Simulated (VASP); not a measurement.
Here is a VASP 6.6.1 calculation.

Contents of INCAR:

```
SYSTEM = Eu
  PREC = Accurate
  ENCUT = 520
  EDIFF = 1E-6
  ISMEAR = -1
  SIGMA = 0.1
  LREAL = .FALSE.
  LASPH = .TRUE.
  NELM = 150
  ALGO = Fast
  ISIF = 2
  LWAVE = .FALSE.
  LCHARG = .TRUE.
  ISPIN = 2
  MAGMOM = 8.4 8.4
  LORBIT = 11
  LMAXMIX = 6
  GGA = PS
  LELF = .TRUE.
  LVHAR = .TRUE.
  NBANDS = 28
```

File KPOINTS:

```
regular mesh
0
G
  6 3 6
  0 0 0
```

POSCAR

```
Eu
1.0
   -2.3030000000      2.3030000000      2.3030000000
    4.6060000000     -4.6060000000      4.6060000000
    2.3030000000      2.3030000000     -2.3030000000
Eu
2
Direct
    0.0000000000      0.0000000000      0.0000000000
    0.0000000000      0.5000000000      0.0000000000
```

Potentials or basis: VASP PAW PBE potentials, release 64 (Eu).

Command:

```sh
$ cat potpaw_PBE.64/Eu/POTCAR > POTCAR
$ mpirun -np 1 vasp_std > vasp.out
```

Predict the net moment.

14.87 μB per cell.

What does it give for the pressure?

-2.9 GPa.

Predict the site moments.

Eu +6.72 μB.

Caveat: the PAW data sets were made with another functional, which shifts forces and pressure a little. The state reached can hang on the start; a lower one may exist.
